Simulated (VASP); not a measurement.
# PbSe (F-43m) in VASP: notebook

The runs below take PbSe through single point, with PBE.

Everything below comes from runs of VASP 6.6.1. Logs are shortened: lines on timing, memory, paths and dates and some standing lists are left out, and cuts for length are marked.

### 1 The cell of the first run

The structure is cubic, space group F-43m (No. 216). The conventional cell has a = 6.757 Å, b = 6.757 Å, c = 6.757 Å, α = 90.00°, β = 90.00°, γ = 90.00°. Pb (site symmetry -43m) has 4 Se at 2.93 Å within 3.9 Å. Within 3.9 Å of Se (site symmetry -43m) lie 4 Pb at 2.93 Å.

### 2 Single point, PBE (volume changed by -6%)

Contents of INCAR:

```
PREC = Accurate
ENCUT = 520
EDIFF = 1E-6
ISMEAR = 0
SIGMA = 0.01
LREAL = False
LASPH = True
NELM = 80
ALGO = Normal
ISIF = 2
LWAVE = False
LCHARG = False
GGA = PE
NBANDS = 17
```

Contents of KPOINTS:

```
Automatic mesh
0
Gamma
  6 6 6
```

Contents of POSCAR:

```
PbSe
1.0
    0.0000000000      3.3783846813      3.3783846813
    3.3783846813      0.0000000000      3.3783846813
    3.3783846813      3.3783846813      0.0000000000
Pb Se
1 1
Direct
    0.0000000000      0.0000000000      0.0000000000
    0.2500000000      0.2500000000      0.2500000000
```

Potentials or basis: VASP PAW PBE potentials, release 64 (Pb_d, Se).

The run is started by

```
cat potpaw_PBE.64/Pb_d/POTCAR potpaw_PBE.64/Se/POTCAR > POTCAR
mpirun -np 1 vasp_std > vasp.out
```

OUTCAR:

```text
PREC = Accurate
   ENCUT = 520
   EDIFF = 1E-6
   ISMEAR = 0
   LREAL = False
   LASPH = True
   NELM = 80
   ISIF = 2
   GGA = PE

 ion  position               nearest neighbor table
   1  0.000  0.000  0.000-   2 2.93   2 2.93   2 2.93   2 2.93
   2  0.250  0.250  0.250-   1 2.93   1 2.93   1 2.93   1 2.93

  LATTYP: Found a face centered cubic cell.
 ALAT       =     6.7567693626

  Lattice vectors:

 A1 = (   0.0000000000,   3.3783846813,   3.3783846813)
 A2 = (   3.3783846813,   0.0000000000,   3.3783846813)
 A3 = (   3.3783846813,   3.3783846813,   0.0000000000)

Analysis of symmetry for initial positions (statically):
=====================================================================
 Subroutine PRICEL returns:
 Original cell was already a primitive cell.

 Routine SETGRP: Setting up the symmetry group for a
 face centered cubic supercell.

 Subroutine GETGRP returns: Found 24 space group operations
 (whereof 24 operations were pure point group operations)
 out of a pool of 48 trial point group operations.

The static configuration has the point symmetry T_d .

Analysis of symmetry for dynamics (positions and initial velocities):
=====================================================================
 Subroutine PRICEL returns:
 Original cell was already a primitive cell.

 Routine SETGRP: Setting up the symmetry group for a
 face centered cubic supercell.

 Subroutine GETGRP returns: Found 24 space group operations
 (whereof 24 operations were pure point group operations)
 out of a pool of 48 trial point group operations.

The dynamic configuration has the point symmetry T_d .

 Subroutine INISYM returns: Found 24 space group operations
 (whereof 24 operations are pure point group operations),
 and found     1 'primitive' translations

----------------------------------------------------------------------------------------

                                     Primitive cell

  volume of cell :      77.1183

  direct lattice vectors                    reciprocal lattice vectors
     0.000000000  3.378384681  3.378384681    -0.147999724  0.147999724  0.147999724
     3.378384681  0.000000000  3.378384681     0.147999724 -0.147999724  0.147999724
     3.378384681  3.378384681  0.000000000     0.147999724  0.147999724 -0.147999724

  length of vectors
     4.777757435  4.777757435  4.777757435     0.256343041  0.256343041  0.256343041

  position of ions in fractional coordinates (direct lattice)
     0.000000000  0.000000000  0.000000000
     0.250000000  0.250000000  0.250000000

  ion indices of the primitive-cell ions
   primitive index   ion index
                 1           1
                 2           2

----------------------------------------------------------------------------------------

 KPOINTS: Automatic mesh

Automatic generation of k-mesh.
 Grid dimensions read from file:
 generate k-points for:    6    6    6

 Generating k-lattice:

  Cartesian coordinates                     Fractional coordinates (reciprocal lattice)
    -0.024666621  0.024666621  0.024666621     0.166666667  0.000000000  0.000000000
     0.024666621 -0.024666621  0.024666621     0.000000000  0.166666667  0.000000000
     0.024666621  0.024666621 -0.024666621     0.000000000  0.000000000  0.166666667

  Length of vectors
     0.042723840  0.042723840  0.042723840

  Shift w.r.t. Gamma in fractional coordinates (k-lattice)
     0.000000000  0.000000000  0.000000000

 Subroutine IBZKPT returns following result:
 ===========================================

 Found     16 irreducible k-points:

 Following reciprocal coordinates:
            Coordinates               Weight
  0.000000  0.000000  0.000000      1.000000
  0.166667  0.000000  0.000000      8.000000
  0.333333  0.000000  0.000000      8.000000
  0.500000  0.000000  0.000000      4.000000
  0.166667  0.166667  0.000000      6.000000
  0.333333  0.166667  0.000000     24.000000
[... 8 lines left out ...]
 -0.333333  0.333333  0.166667     24.000000
 -0.333333  0.500000  0.166667     12.000000
   k-points           NKPTS =     16   k-points in BZ     NKDIM =     16   number of bands    NBANDS=     17
   number of dos      NEDOS =    301   number of ions     NIONS =      2
   total plane-waves  NPLWV =  46656
   dimension x,y,z NGX =    36 NGY =   36 NGZ =   36
   dimension x,y,z NGXF=    72 NGYF=   72 NGZF=   72
   ions per type =               1   1
   NGX,Y,Z   is equivalent  to a cutoff of  12.53, 12.53, 12.53 a.u.
   NGXF,Y,Z  is equivalent  to a cutoff of  25.05, 25.05, 25.05 a.u.
 SYSTEM =  unknown system
   PREC   = accura    normal or accurate (medium, high low for compatibility)
   ISTART =      0    job   : 0-new  1-cont  2-samecut
   ICHARG =      2    charge: 1-file 2-atom 10-const
   ISPIN  =      1    spin polarized calculation?
   LNONCOLLINEAR =      F non collinear calculations
   LSORBIT =      F    spin-orbit coupling
   LASPH  =      T    aspherical Exc in radial PAW
   ENCUT  =  520.0 eV  38.22 Ry    6.18 a.u.   8.88  8.88  8.88*2*pi/ulx,y,z
   NELM   =     80;   NELMIN=  2; NELMDL= -5     # of ELM steps
   EDIFF  = 0.1E-05   stopping-criterion for ELM
   LREAL  =      F    real-space projection
   EDIFFG = 0.1E-04   stopping-criterion for IOM
   NSW    =      0    number of steps for IOM
   IBRION =     -1    ionic relax: 0-MD 1-quasi-New 2-CG
   NFREE  =      0    steps in history (QN), initial steepest desc. (CG)
   ISIF   =      2    stress and relaxation
   ISYM   =      2    0-nonsym 1-usesym 2-fastsym
   POTIM  = 0.5000    time-step for ionic-motion
   TEBEG  =    0.0;   TEEND  =   0.0 temperature during run
   PSTRESS=    0.0 pullay stress
   NELECT =      20.0000    total number of electrons
   NUPDOWN=      -1.0000    fix difference up-down
   EMIN   =  10.00;   EMAX   =-10.00  energy-range for DOS
   EFERMI =   0.00;   METHOD = LEGACY
   ISMEAR =     0;   SIGMA  =   0.01  broadening in eV -4-tet -1-fermi 0-gaus
   EFERMI_NEDOS =   21; number of points for ismear=-14 and -15
   IALGO  =     38    algorithm
   IMIX   =      4    mixing-type and parameters
     AMIX     =   0.40;   BMIX     =  1.00
     AMIX_MAG =   1.60;   BMIX_MAG =  1.00
  volume/ion in A,a.u.               =      38.56       260.21
  Fermi-wavevector in a.u.,A,eV,Ry     =   1.043997  1.972867 14.829382  1.089929
  Thomas-Fermi vector in A             =   2.178730
   LORBIT       =      0    0 simple, 1 ext, 2 COOP (PROOUT), +10 PAW based schemes
   GGA     = PE    functional components
   LHFCALC =     F    Hartree Fock is set to
   AEXX    =    0.0000 exact exchange contribution
   IVDW    =     0    specifies the selected vdW correction
   LEPSILON=     F    determine dielectric tensor
   LRPA    =     F    only Hartree local field effects (RPA)
 non-spin polarized calculation
 Gauss-broadening in eV      SIGMA  =   0.01
  energy-cutoff  :      520.00
  volume of cell :       77.12
 maximum number of plane-waves:      2090
   NGX = 17   NGY = 17   NGZ = 17

 number of electron      20.0000002 magnetization

 Free energy of the ion-electron system (eV)
  ---------------------------------------------------
  ext. energy  EPLUGINS =         0.00000000
  ---------------------------------------------------
  free energy    TOTEN  =        -7.80587261 eV

  energy without entropy =       -7.80587261  energy(sigma->0) =       -7.80587261

 E-fermi :   2.6644     XC(G=0):  -7.8981

 val. band max:        2.5782213703   @ k =  -0.3333   0.5000   0.1667
 cond. band min:       3.2405427556   @ k =   0.5000   0.5000   0.0000
 fundamental gap:      0.6623213853
 Fermi energy:         2.6644226460

 k-point     1 :       0.0000    0.0000    0.0000
  band No.  band energies     occupation
      1     -14.1376      2.00000
      2     -14.1376      2.00000
      3     -14.1376      2.00000
      4     -14.0996      2.00000
      5     -14.0996      2.00000
      6     -10.3339      2.00000
[... 9 lines left out ...]
     16      10.9246      0.00000
     17      11.7342      0.00000

 k-point     2 :       0.1667    0.0000    0.0000
  band No.  band energies     occupation
      1     -14.1458      2.00000
      2     -14.1348      2.00000
      3     -14.1348      2.00000
      4     -14.0994      2.00000
      5     -14.0994      2.00000
      6     -10.1933      2.00000
[... 9 lines left out ...]
     16      10.1854      0.00000
     17      11.1220      0.00000

 k-point     3 :       0.3333    0.0000    0.0000
  band No.  band energies     occupation
      1     -14.1622      2.00000
      2     -14.1301      2.00000
      3     -14.1301      2.00000
      4     -14.0981      2.00000
      5     -14.0981      2.00000
      6      -9.8686      2.00000
[... 9 lines left out ...]
     16      10.2940      0.00000
     17      11.6217      0.00000

 k-point     4 :       0.5000    0.0000    0.0000
  band No.  band energies     occupation
      1     -14.1702      2.00000
      2     -14.1283      2.00000
      3     -14.1283      2.00000
      4     -14.0968      2.00000
      5     -14.0968      2.00000
      6      -9.6749      2.00000
[... 9 lines left out ...]
     16      11.1150      0.00000
     17      11.1150      0.00000

 k-point     5 :       0.1667    0.1667    0.0000
  band No.  band energies     occupation
      1     -14.1519      2.00000
      2     -14.1319      2.00000
      3     -14.1319      2.00000
      4     -14.1013      2.00000
      5     -14.0978      2.00000
      6     -10.1454      2.00000
[... 9 lines left out ...]
     16      11.1699      0.00000
     17      12.4173      0.00000

 k-point     6 :       0.3333    0.1667    0.0000
  band No.  band energies     occupation
      1     -14.1655      2.00000
      2     -14.1278      2.00000
      3     -14.1267      2.00000
      4     -14.1019      2.00000
      5     -14.0962      2.00000
      6      -9.8755      2.00000
[... 9 lines left out ...]
     16      11.1631      0.00000
     17      12.2461      0.00000

 k-point     7 :       0.5000    0.1667    0.0000
  band No.  band energies     occupation
      1     -14.1739      2.00000
      2     -14.1265      2.00000
      3     -14.1246      2.00000
      4     -14.0998      2.00000
      5     -14.0961      2.00000
      6      -9.6167      2.00000
[... 9 lines left out ...]
     16      11.2747      0.00000
     17      11.4523      0.00000

 k-point     8 :      -0.3333    0.1667    0.0000
  band No.  band energies     occupation
      1     -14.1703      2.00000
      2     -14.1271      2.00000
      3     -14.1265      2.00000
      4     -14.0986      2.00000
      5     -14.0977      2.00000
      6      -9.6845      2.00000
[... 9 lines left out ...]
     16      10.6573      0.00000
     17      11.8056      0.00000

 k-point     9 :      -0.1667    0.1667    0.0000
  band No.  band energies     occupation
      1     -14.1573      2.00000
      2     -14.1316      2.00000
      3     -14.1299      2.00000
      4     -14.1003      2.00000
      5     -14.0979      2.00000
      6      -9.9869      2.00000
[... 9 lines left out ...]
     16      10.1085      0.00000
     17      12.3363      0.00000

 k-point    10 :       0.3333    0.3333    0.0000
  band No.  band energies     occupation
      1     -14.1792      2.00000
      2     -14.1204      2.00000
      3     -14.1204      2.00000
      4     -14.1053      2.00000
      5     -14.0942      2.00000
      6      -9.6977      2.00000
[... 9 lines left out ...]
     16      11.8403      0.00000
     17      13.9061      0.00000

 k-point    11 :       0.5000    0.3333    0.0000
  band No.  band energies     occupation
      1     -14.1854      2.00000
      2     -14.1193      2.00000
      3     -14.1176      2.00000
      4     -14.1049      2.00000
      5     -14.0939      2.00000
      6      -9.4880      2.00000
[... 9 lines left out ...]
     16      11.7670      0.00000
     17      13.0992      0.00000

 k-point    12 :      -0.3333    0.3333    0.0000
  band No.  band energies     occupation
      1     -14.1801      2.00000
      2     -14.1234      2.00000
      3     -14.1202      2.00000
      4     -14.1013      2.00000
      5     -14.0967      2.00000
      6      -9.4820      2.00000
[... 9 lines left out ...]
     16      11.5489      0.00000
     17      13.1365      0.00000

 k-point    13 :       0.5000    0.5000    0.0000
  band No.  band energies     occupation
      1     -14.1922      2.00000
      2     -14.1146      2.00000
      3     -14.1146      2.00000
      4     -14.1074      2.00000
      5     -14.0924      2.00000
      6      -9.4160      2.00000
[... 9 lines left out ...]
     16      12.3958      0.00000
     17      12.6481      0.00000

 k-point    14 :       0.5000    0.3333    0.1667
  band No.  band energies     occupation
      1     -14.1760      2.00000
      2     -14.1252      2.00000
      3     -14.1212      2.00000
      4     -14.1024      2.00000
      5     -14.0957      2.00000
      6      -9.6253      2.00000
[... 9 lines left out ...]
     16      11.5322      0.00000
     17      12.4502      0.00000

 k-point    15 :      -0.3333    0.3333    0.1667
  band No.  band energies     occupation
      1     -14.1799      2.00000
      2     -14.1252      2.00000
      3     -14.1187      2.00000
      4     -14.1014      2.00000
      5     -14.0965      2.00000
      6      -9.4819      2.00000
[... 9 lines left out ...]
     16      11.3151      0.00000
     17      12.4177      0.00000

 k-point    16 :      -0.3333    0.5000    0.1667
  band No.  band energies     occupation
      1     -14.1859      2.00000
      2     -14.1216      2.00000
      3     -14.1153      2.00000
      4     -14.1042      2.00000
      5     -14.0948      2.00000
      6      -9.4116      2.00000
[... 9 lines left out ...]
     16      12.0698      0.00000
     17      12.1263      0.00000

------------------------ aborting loop because EDIFF is reached ----------------------------------------

  FORCE on cell =-STRESS in cart. coord.  units (eV):
  Direction    XX          YY          ZZ          XY          YZ          ZX
  --------------------------------------------------------------------------------------
  -------------------------------------------------------------------------------------
  Total        1.0562964      1.0562964      1.0562964     -0.0000000     -0.0000000     -0.0000000
  in kB       21.9451774     21.9451774     21.9451774     -0.0000000     -0.0000000     -0.0000000
  external PRESSURE =      21.9451774 kB  Pullay stress =       0.0000000 kB

 VOLUME and BASIS-vectors are now :
 -----------------------------------------------------------------------------
  energy-cutoff  :      520.00
  volume of cell :       77.12
      direct lattice vectors                 reciprocal lattice vectors
     0.000000000  3.378384681  3.378384681    -0.147999724  0.147999724  0.147999724
     3.378384681  0.000000000  3.378384681     0.147999724 -0.147999724  0.147999724
     3.378384681  3.378384681  0.000000000     0.147999724  0.147999724 -0.147999724

 POSITION                                       TOTAL-FORCE (eV/Angst)
 -----------------------------------------------------------------------------------
      0.00000      0.00000      0.00000         0.000000      0.000000     -0.000000
      1.68919      1.68919      1.68919        -0.000000     -0.000000      0.000000
 -----------------------------------------------------------------------------------
    total drift:                                0.000000      0.000000      0.000000

  FREE ENERGIE OF THE ION-ELECTRON SYSTEM (eV)
  ---------------------------------------------------
  free  energy   TOTEN  =        -7.8058726132 eV

  energy  without entropy=       -7.8058726132  energy(sigma->0) =       -7.80587261
```

Wall time 56 s (1 thread of AMD EPYC 7R43 (Zen 3), shared host); peak memory 0.17 GiB.

Results:

```yaml
Free_energy: -7.8059 eV
Pressure: 2.2 GPa
Band_gap_on_the_k_mesh: 0.66 eV, indirect (least direct gap 1.10 eV)
```

Caveat: the cell differs from its parent crystal (volume changed by -6%); spin-orbit coupling is left out, which moves the levels of the heavy elements. A k mesh can miss the band edges.

### 3 Single point, PBE

This run uses another cell than the first one, of 40.11 Å³/atom, 1.040 times its volume.

Contents of INCAR:

```
ALGO = Normal ; EDIFF = 1E-7
ENCUT = 520 ; GGA = PE
ISIF = 2 ; ISMEAR = 0
LASPH = True ; LCHARG = False
LREAL = False ; LWAVE = False
NBANDS = 17 ; NELM = 80
PREC = Accurate ; SIGMA = 0.01
```

Contents of KPOINTS:

```
k-points
0
Gamma
  6 6 6
```

Contents of POSCAR:

```
PbSe
1.0
    0.0000000000      3.4232041378      3.4232041378
    3.4232041378      0.0000000000      3.4232041378
    3.4232041378      3.4232041378      0.0000000000
Pb Se
1 1
Direct
    0.0000000000      0.0000000000      0.0000000000
    0.2500000000      0.2500000000      0.2500000000
```

Potentials or basis: VASP PAW PBE potentials, release 64 (Pb_d, Se).

The run is started by

```
cat potpaw_PBE.64/Pb_d/POTCAR potpaw_PBE.64/Se/POTCAR > POTCAR
mpirun -np 1 vasp_std > vasp.out
```

Wall time 51 s (1 thread of AMD EPYC 7R43 (Zen 3), shared host); peak memory 0.16 GiB.

Results (log left out):

```
Free energy            : -7.8345 eV
Pressure               : 0.7 GPa
Band gap on the k mesh : 0.75 eV, indirect (least direct gap 1.15 eV)
```

Levels at points of the mesh, in eV from the valence-band top:
```csv
k point,band 6,band 7,band 8,band 9,band 10,band 11,band 12,band 13,band 14,band 15
"(0.00, 0.00, 0.00)",-12.67,-6.27,-1.51,-1.51,-1.51,2.23,2.23,2.23,4.83,8.34
"(0.50, 0.00, 0.00)",-12.08,-7.77,-2.04,-2.04,-1.89,2.99,2.99,3.77,6.65,8.03
"(0.50, 0.50, 0.00)",-11.84,-8.12,-2.73,-2.73,-0.40,0.75,4.97,4.97,6.05,8.05
```

Caveat: spin-orbit coupling is left out, which moves the levels of the heavy elements. A k mesh can miss the band edges.

### 4 Single point, PBE (volume changed by -3%)

Contents of INCAR:

```
SYSTEM = PbSe
ALGO = Normal
EDIFF = 1E-7
ENCUT = 520
GGA = PE
ISIF = 2
ISMEAR = 0
LASPH = .TRUE.
LCHARG = .FALSE.
LREAL = .FALSE.
LWAVE = .FALSE.
NBANDS = 17
NELM = 80
PREC = Accurate
SIGMA = 0.01
```

Contents of KPOINTS:

```
k-points
0
G
  6 6 6
  0 0 0
```

Contents of POSCAR:

```
PbSe
1.0
    0.0000000000      3.4139492389      3.4139492389
    3.4139492389      0.0000000000      3.4139492389
    3.4139492389      3.4139492389      0.0000000000
Pb Se
1 1
Direct
    0.0000000000      0.0000000000      0.0000000000
    0.2500000000      0.2500000000      0.2500000000
```

The run is started by

```
cat potpaw_PBE.64/Pb_d/POTCAR potpaw_PBE.64/Se/POTCAR > POTCAR
mpirun -np 1 vasp_std > vasp.out
```

Run time: 45 s. Hardware: 1 thread of AMD EPYC 7R43 (Zen 3), shared host; peak memory 0.16 GiB.

It converged, with:

- Free energy: -7.8308 eV
- Pressure: 1.0 GPa
- Band gap on the k mesh: 0.73 eV, indirect (least direct gap 1.14 eV)

Levels at points of the mesh, in eV from the valence-band top:
```csv
k point,band 6,band 7,band 8,band 9,band 10,band 11,band 12,band 13,band 14,band 15
"(0.00, 0.00, 0.00)",-12.72,-6.26,-1.53,-1.53,-1.53,2.22,2.22,2.22,4.83,8.34
"(0.50, 0.00, 0.00)",-12.11,-7.79,-2.07,-2.07,-1.91,2.99,2.99,3.79,6.64,8.05
"(0.50, 0.50, 0.00)",-11.87,-8.15,-2.77,-2.77,-0.41,0.73,5.01,5.01,6.05,8.08
```

Caveat: the cell differs from its parent crystal (volume changed by -3%); spin-orbit coupling is left out, which moves the levels of the heavy elements.

### 5 Overview

```csv
cell,gap on the mesh (eV),pressure (GPa)
"a = 4.778 Å, angles 60.0°, 2 atoms",0.66,2.2
"a = 4.841 Å, angles 60.0°, 2 atoms",0.75,0.7
"a = 4.828 Å, angles 60.0°, 2 atoms",0.73,1.0
```

Alike in all rows: task single point; level PBE; potentials or basis VASP PAW PBE potentials, release 64 (Pb_d, Se); no spin polarisation; k mesh 6 × 6 × 6; cutoff (eV) 520; smearing gaussian 0.01 eV.

Caveats: spin-orbit coupling is left out, which moves the levels of the heavy elements.

Total energies depend on the potentials used, so only differences within one code and one set of settings carry meaning.
